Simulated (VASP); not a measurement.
Wanted: the native input for a VASP 6.6.1 run.

```
Task                               : single point
Functional                         : HSE06
Potentials or basis                : VASP PAW PBE potentials, release 64 (Mg, O)
Cutoff                             : 520 eV
k mesh                             : 8 × 8 × 8
Occupations                        : gaussian, width 0.01 eV
Spin                               : no spin polarisation
Dipole correction                  : no
Grid for exact exchange (PRECFOCK) : Normal
Further INCAR settings             : ALGO = Normal; EDIFF = 1e-07; NBANDS = 11
Share of exact exchange            : 0.25
Screening parameter                : 0.2079 1/Å
```

Crystal: MgO.

```
CELL_PARAMETERS angstrom
0.00000 2.22514 2.10217
2.22514 0.00000 2.10217
2.22514 2.22514 0.00000
ATOMIC_POSITIONS crystal
Mg 0.00000 0.00000 0.00000
O 0.50000 0.50000 0.50000
```

This cell differs from its parent crystal: biaxial xy strain +5.8%.

The input as run:

POSCAR

```
MgO
1.0
    0.0000000000      2.2251442107      2.1021674168
    2.2251442107      0.0000000000      2.1021674168
    2.2251442107      2.2251442107      0.0000000000
Mg O
1 1
Direct
    0.0000000000      0.0000000000      0.0000000000
    0.5000000000      0.5000000000      0.5000000000
```

INCAR.step1

```
ALGO = Normal
EDIFF = 1E-5
ENCUT = 520
GGA = PE
ISIF = 2
ISMEAR = 0
LASPH = True
LREAL = False
LWAVE = True
NBANDS = 11
NELM = 80
PREC = Accurate
SIGMA = 0.01
```

INCAR.step2

```
ALGO = Normal
EDIFF = 1E-7
ENCUT = 520
GGA = PE
HFSCREEN = 0.2079
ISIF = 2
ISMEAR = 0
ISTART = 1
LASPH = True
LCHARG = True
LELF = True
LHFCALC = True
LREAL = False
LVHAR = True
LWAVE = False
NBANDS = 11
NELM = 80
PREC = Accurate
PRECFOCK = Normal
SIGMA = 0.01
```

KPOINTS

```
k-points
0
Gamma
  8 8 8
```

Potentials or basis: VASP PAW PBE potentials, release 64 (Mg, O).

Launch:

```sh
$ cat potpaw_PBE.64/Mg/POTCAR potpaw_PBE.64/O/POTCAR > POTCAR
$ cp INCAR.step1 INCAR
$ mpirun -np 1 vasp_std > vasp.out
$ cp INCAR.step2 INCAR
$ mpirun -np 1 vasp_std > vasp.out
```

Results of the run:

```yaml
Pressure: -14.9 GPa
Band_gap_on_the_k_mesh: 5.28 eV
```

Caveat: the cell differs from its parent crystal (biaxial xy strain +5.8%); the stress differs along the axes, from -17 to -11 GPa; the PAW data sets were made with another functional, which shifts forces and pressure a little.

Wall time 110 min on 1 thread of Oxide Virtual Turin-like Processor, with other jobs on the host, peak memory 0.24 GiB.
